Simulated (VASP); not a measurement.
# Rb (P6/mmm) in VASP: further runs

Runs on Rb. Level: LDA. Tasks: single point.

Everything below comes from runs of VASP 6.6.1. Logs are shortened: lines on timing, memory, paths and dates and some standing lists are left out, and cuts for length are marked.

### 1 The cell of the first run

Symmetry: P6/mmm, No. 191, hexagonal system. The conventional cell has a = 7.884 Å, b = 7.884 Å, c = 4.712 Å, α = 90.00°, β = 90.00°, γ = 120.00°.

### 2 Single point, LDA (volume scaled by 1.08)

The input, INCAR:

```
SYSTEM = Rb
PREC = Accurate ; ENCUT = 520
EDIFF = 1E-6 ; ISMEAR = -1
SIGMA = 0.1 ; LREAL = .False.
LASPH = .True. ; NELM = 80
ALGO = Normal ; ISIF = 2
LWAVE = .False. ; LCHARG = .False.
NBANDS = 20
```

The input, KPOINTS:

```
Automatic mesh
0
Gamma
  6 6 8
  0 0 0
```

The input, POSCAR:

```
Rb
1.0
    7.8837953824      0.0000000000      0.0000000000
   -3.9418976912      6.8275670794      0.0000000000
    0.0000000000      0.0000000000      4.7119169364
Rb
3
Direct
    1.0000000000      1.0000000000      0.0000000000
    0.3333333333      0.6666666667      0.5000000000
    0.6666666667      0.3333333333      0.5000000000
```

Potentials or basis: VASP PAW LDA potentials, release 64 (Rb_sv).

Started as:

```console
cat potpaw_LDA.64/Rb_sv/POTCAR > POTCAR
mpirun -np 1 vasp_std > vasp.out
```

OUTCAR:

```text
SYSTEM = Rb
   PREC = Accurate
   ENCUT = 520
   EDIFF = 1E-6
   ISMEAR = -1
   LREAL = .False.
   LASPH = .True.
   NELM = 80
   ISIF = 2

 ion  position               nearest neighbor table
   1  0.000  0.000  0.000-   2 5.13   3 5.13   2 5.13   3 5.13   3 5.13   3 5.13   2 5.13   2 5.13
                             3 5.13   3 5.13   2 5.13   2 5.13
   2  0.333  0.667  0.500-   3 4.55   3 4.55   3 4.55   1 5.13   1 5.13   1 5.13   1 5.13   1 5.13
                             1 5.13
   3  0.667  0.333  0.500-   2 4.55   2 4.55   2 4.55   1 5.13   1 5.13   1 5.13   1 5.13   1 5.13
                             1 5.13

  LATTYP: Found a hexagonal cell.
 ALAT       =     7.8837953824
 C/A-ratio  =     0.5976711353

  Lattice vectors:

 A1 = (   7.8837953824,   0.0000000000,   0.0000000000)
 A2 = (  -3.9418976912,   6.8275670794,   0.0000000000)
 A3 = (   0.0000000000,   0.0000000000,   4.7119169364)

Analysis of symmetry for initial positions (statically):
=====================================================================
 Subroutine PRICEL returns:
 Original cell was already a primitive cell.

 Routine SETGRP: Setting up the symmetry group for a
 hexagonal supercell.

 Subroutine GETGRP returns: Found 24 space group operations
 (whereof 24 operations were pure point group operations)
 out of a pool of 24 trial point group operations.

The static configuration has the point symmetry D_6h.

Analysis of symmetry for dynamics (positions and initial velocities):
=====================================================================
 Subroutine PRICEL returns:
 Original cell was already a primitive cell.

 Routine SETGRP: Setting up the symmetry group for a
 hexagonal supercell.

 Subroutine GETGRP returns: Found 24 space group operations
 (whereof 24 operations were pure point group operations)
 out of a pool of 24 trial point group operations.

The dynamic configuration has the point symmetry D_6h.

 Subroutine INISYM returns: Found 24 space group operations
 (whereof 24 operations are pure point group operations),
 and found     1 'primitive' translations

----------------------------------------------------------------------------------------

                                     Primitive cell

  volume of cell :     253.6290

  direct lattice vectors                    reciprocal lattice vectors
     7.883795382  0.000000000  0.000000000     0.126842460  0.073232528  0.000000000
    -3.941897691  6.827567079  0.000000000     0.000000000  0.146465057  0.000000000
     0.000000000  0.000000000  4.711916936     0.000000000  0.000000000  0.212227850

  length of vectors
     7.883795382  7.883795382  4.711916936     0.146465057  0.146465057  0.212227850

  position of ions in fractional coordinates (direct lattice)
     0.000000000  0.000000000  0.000000000
     0.333333333  0.666666667  0.500000000
     0.666666667  0.333333333  0.500000000

  ion indices of the primitive-cell ions
   primitive index   ion index
                 1           1
                 2           2
                 3           3

----------------------------------------------------------------------------------------

 KPOINTS: Automatic mesh

Automatic generation of k-mesh.
 Grid dimensions read from file:
 generate k-points for:    6    6    8

 Generating k-lattice:

  Cartesian coordinates                     Fractional coordinates (reciprocal lattice)
     0.021140410  0.012205421  0.000000000     0.166666667  0.000000000  0.000000000
     0.000000000  0.024410843  0.000000000     0.000000000  0.166666667  0.000000000
     0.000000000  0.000000000  0.026528481     0.000000000  0.000000000  0.125000000

  Length of vectors
     0.024410843  0.024410843  0.026528481

  Shift w.r.t. Gamma in fractional coordinates (k-lattice)
     0.000000000  0.000000000  0.000000000

 Subroutine IBZKPT returns following result:
 ===========================================

 Found     35 irreducible k-points:

 Following reciprocal coordinates:
            Coordinates               Weight
  0.000000  0.000000  0.000000      1.000000
  0.166667  0.000000  0.000000      6.000000
  0.333333 -0.000000  0.000000      6.000000
  0.500000 -0.000000  0.000000      3.000000
  0.166667  0.166667  0.000000      6.000000
  0.333333  0.166667  0.000000     12.000000
[... 16 lines left out ...]
  0.166667  0.000000  0.375000     12.000000
  0.333333 -0.000000  0.375000     12.000000
 [... further k-points ...]
   k-points           NKPTS =     35   k-points in BZ     NKDIM =     35   number of bands    NBANDS=     20
   number of dos      NEDOS =    301   number of ions     NIONS =      3
   total plane-waves  NPLWV = 129600
   dimension x,y,z NGX =    60 NGY =   60 NGZ =   36
   dimension x,y,z NGXF=   120 NGYF=  120 NGZF=   72
   ions per type =               3
   NGX,Y,Z   is equivalent  to a cutoff of  12.65, 12.65, 12.70 a.u.
   NGXF,Y,Z  is equivalent  to a cutoff of  25.30, 25.30, 25.40 a.u.
 SYSTEM =  Rb
   PREC   = accura    normal or accurate (medium, high low for compatibility)
   ISTART =      0    job   : 0-new  1-cont  2-samecut
   ICHARG =      2    charge: 1-file 2-atom 10-const
   ISPIN  =      1    spin polarized calculation?
   LNONCOLLINEAR =      F non collinear calculations
   LSORBIT =      F    spin-orbit coupling
   LASPH  =      T    aspherical Exc in radial PAW
   ENCUT  =  520.0 eV  38.22 Ry    6.18 a.u.  14.66 14.66  8.76*2*pi/ulx,y,z
   NELM   =     80;   NELMIN=  2; NELMDL= -5     # of ELM steps
   EDIFF  = 0.1E-05   stopping-criterion for ELM
   LREAL  =      F    real-space projection
   EDIFFG = 0.1E-04   stopping-criterion for IOM
   NSW    =      0    number of steps for IOM
   IBRION =     -1    ionic relax: 0-MD 1-quasi-New 2-CG
   NFREE  =      0    steps in history (QN), initial steepest desc. (CG)
   ISIF   =      2    stress and relaxation
   ISYM   =      2    0-nonsym 1-usesym 2-fastsym
   POTIM  = 0.5000    time-step for ionic-motion
   TEBEG  =    0.0;   TEEND  =   0.0 temperature during run
   PSTRESS=    0.0 pullay stress
   NELECT =      27.0000    total number of electrons
   NUPDOWN=      -1.0000    fix difference up-down
   EMIN   =  10.00;   EMAX   =-10.00  energy-range for DOS
   EFERMI =   0.00;   METHOD = LEGACY
   ISMEAR =    -1;   SIGMA  =   0.10  broadening in eV -4-tet -1-fermi 0-gaus
   EFERMI_NEDOS =   21; number of points for ismear=-14 and -15
   IALGO  =     38    algorithm
   IMIX   =      4    mixing-type and parameters
     AMIX     =   0.40;   BMIX     =  1.00
     AMIX_MAG =   1.60;   BMIX_MAG =  1.00
  volume/ion in A,a.u.               =      84.54       570.52
  Fermi-wavevector in a.u.,A,eV,Ry     =   0.775883  1.466207  8.190639  0.601995
  Thomas-Fermi vector in A             =   1.878244
   LORBIT       =      0    0 simple, 1 ext, 2 COOP (PROOUT), +10 PAW based schemes
   GGA     = CA    functional components
   LHFCALC =     F    Hartree Fock is set to
   AEXX    =    0.0000 exact exchange contribution
   IVDW    =     0    specifies the selected vdW correction
   LEPSILON=     F    determine dielectric tensor
   LRPA    =     F    only Hartree local field effects (RPA)
 non-spin polarized calculation
  energy-cutoff  :      520.00
  volume of cell :      253.63
 maximum number of plane-waves:      6894
 NGX is ok and might be reduce to    60
   NGX = 29   NGY = 29   NGZ = 17

 number of electron      27.0000000 magnetization

 Free energy of the ion-electron system (eV)
  ---------------------------------------------------
  ext. energy  EPLUGINS =         0.00000000
  ---------------------------------------------------
  free energy    TOTEN  =        -3.18310390 eV

  energy without entropy =       -3.09422974  energy(sigma->0) =       -3.13866682

 E-fermi :  -0.0438     XC(G=0):  -5.8659

 val. band max:       -0.0544147545   @ k =   0.1667   0.1667   0.5000
 cond. band min:      -0.0383351452   @ k =   0.3333  -0.0000   0.2500
 fundamental gap:      0.0160796093
 Fermi energy:        -0.0438067524

 k-point     1 :       0.0000    0.0000    0.0000
  band No.  band energies     occupation
      1     -28.8327      2.00000
      2     -28.8243      2.00000
      3     -28.7567      2.00000
      4     -13.0329      2.00000
      5     -13.0329      2.00000
      6     -12.9586      2.00000
[... 12 lines left out ...]
     19       1.2667      0.00000
     20       3.0707      0.00000

 k-point     2 :       0.1667    0.0000    0.0000
  band No.  band energies     occupation
      1     -28.8322      2.00000
      2     -28.8248      2.00000
      3     -28.7567      2.00000
      4     -13.0381      2.00000
      5     -13.0312      2.00000
      6     -12.9532      2.00000
[... 12 lines left out ...]
     19       1.9228      0.00000
     20       3.1371      0.00000

 k-point     3 :       0.3333   -0.0000    0.0000
  band No.  band energies     occupation
      1     -28.8309      2.00000
      2     -28.8261      2.00000
      3     -28.7567      2.00000
      4     -13.0467      2.00000
      5     -13.0214      2.00000
      6     -12.9551      2.00000
[... 12 lines left out ...]
     19       2.4712      0.00000
     20       2.9030      0.00000

 k-point     4 :       0.5000   -0.0000    0.0000
  band No.  band energies     occupation
      1     -28.8298      2.00000
      2     -28.8271      2.00000
      3     -28.7567      2.00000
      4     -13.0504      2.00000
      5     -13.0101      2.00000
      6     -12.9676      2.00000
[... 12 lines left out ...]
     19       2.4730      0.00000
     20       2.5568      0.00000

 k-point     5 :       0.1667    0.1667    0.0000
  band No.  band energies     occupation
      1     -28.8313      2.00000
      2     -28.8257      2.00000
      3     -28.7567      2.00000
      4     -13.0429      2.00000
      5     -13.0266      2.00000
      6     -12.9535      2.00000
[... 12 lines left out ...]
     19       2.3662      0.00000
     20       2.9937      0.00000
[... 353 lines left out ...]
      6     -12.9893      2.00000
[... 12 lines left out ...]
     19       2.2284      0.00000
     20       2.2284      0.00000

 k-point    22 :       0.0000    0.0000    0.3750
  band No.  band energies     occupation
      1     -28.8296      2.00000
      2     -28.8214      2.00000
      3     -28.7538      2.00000
      4     -13.0275      2.00000
      5     -13.0224      2.00000
      6     -13.0224      2.00000
[... 12 lines left out ...]
     19       2.7051      0.00000
     20       2.7057      0.00000

 k-point    23 :       0.1667    0.0000    0.3750
  band No.  band energies     occupation
      1     -28.8291      2.00000
      2     -28.8219      2.00000
      3     -28.7538      2.00000
      4     -13.0273      2.00000
      5     -13.0248      2.00000
      6     -13.0187      2.00000
[... 12 lines left out ...]
     19       2.3829      0.00000
     20       2.6661      0.00000

 k-point    24 :       0.3333   -0.0000    0.3750
  band No.  band energies     occupation
      1     -28.8279      2.00000
      2     -28.8231      2.00000
      3     -28.7538      2.00000
      4     -13.0294      2.00000
      5     -13.0258      2.00000
      6     -13.0126      2.00000
[... 12 lines left out ...]
     19       1.8358      0.00000
     20       2.6672      0.00000

 [... further k-points ...]
[... 5 lines left out ...]
  --------------------------------------------------------------------------------------
  -------------------------------------------------------------------------------------
  Total       -0.3672129     -0.3672129     -0.3625583      0.0000000     -0.0000000      0.0000000
  in kB       -2.3196880     -2.3196880     -2.2902847      0.0000000     -0.0000000      0.0000000
  external PRESSURE =      -2.3098869 kB  Pullay stress =       0.0000000 kB

 VOLUME and BASIS-vectors are now :
 -----------------------------------------------------------------------------
  energy-cutoff  :      520.00
  volume of cell :      253.63
      direct lattice vectors                 reciprocal lattice vectors
     7.883795382  0.000000000  0.000000000     0.126842460  0.073232528  0.000000000
    -3.941897691  6.827567079  0.000000000     0.000000000  0.146465057  0.000000000
     0.000000000  0.000000000  4.711916936     0.000000000  0.000000000  0.212227850

 POSITION                                       TOTAL-FORCE (eV/Angst)
 -----------------------------------------------------------------------------------
      0.00000      0.00000      0.00000         0.000000     -0.000000      0.000000
     -0.00000      4.55171      2.35596        -0.000000      0.000000      0.000000
      3.94190      2.27586      2.35596         0.000000     -0.000000      0.000000
 -----------------------------------------------------------------------------------
    total drift:                                0.000000     -0.000000      0.000000

  FREE ENERGIE OF THE ION-ELECTRON SYSTEM (eV)
  ---------------------------------------------------
  free  energy   TOTEN  =        -3.1831039041 eV

  energy  without entropy=       -3.0942297436  energy(sigma->0) =       -3.13866682
```

Wall time 90 s (1 thread of AMD EPYC 9R45 (Zen 5), shared host); peak memory 0.3 GiB.

What came out:

```
Free energy : -3.1831 eV
Pressure    : -0.2 GPa
```

### 3 Single point, LDA (volume scaled by 1.12)

The input, INCAR:

```
PREC = Accurate ; ENCUT = 520
EDIFF = 1E-6 ; ISMEAR = -1
SIGMA = 0.1 ; LREAL = False
LASPH = True ; NELM = 60
ALGO = Normal ; ISIF = 2
LWAVE = False ; LCHARG = True
LELF = True ; LVHAR = True
NBANDS = 20
```

The input, KPOINTS:

```
Automatic mesh
0
Gamma
  6 6 8
```

The input, POSCAR:

```
Rb
1.0
    7.9799487049      0.0000000000      0.0000000000
   -3.9899743525      6.9108382994      0.0000000000
    0.0000000000      0.0000000000      4.7693850019
Rb
3
Direct
    1.0000000000      1.0000000000      0.0000000000
    0.3333333333      0.6666666667      0.5000000000
    0.6666666667      0.3333333333      0.5000000000
```

Potentials or basis: VASP PAW LDA potentials, release 64 (Rb_sv).

Started as:

```console
cat potpaw_LDA.64/Rb_sv/POTCAR > POTCAR
mpirun -np 1 vasp_std > vasp.out
```

It took 94 s on 1 thread of AMD EPYC 9R45 (Zen 5), shared host; peak memory 0.31 GiB.

The run converged. Its results:

- Free energy: -3.1670 eV
- Pressure: -0.3 GPa

Levels at points of the mesh, in eV from the Fermi level:
```csv
k point,band 9,band 10,band 11,band 12,band 13,band 14,band 15,band 16,band 17,band 18
"(0.00, 0.00, 0.00)",-12.90,-12.87,-12.87,-12.84,-2.03,1.08,1.11,1.11,1.12,1.12
"(0.50, 0.00, 0.00)",-12.90,-12.88,-12.88,-12.84,-1.08,-1.08,0.17,0.83,2.23,2.37
"(0.00, 0.00, 0.50)",-12.90,-12.90,-12.87,-12.87,-0.28,-0.02,1.37,1.37,1.51,1.51
"(0.50, 0.00, 0.50)",-12.92,-12.90,-12.88,-12.87,0.32,0.36,0.78,0.80,1.26,1.62
```
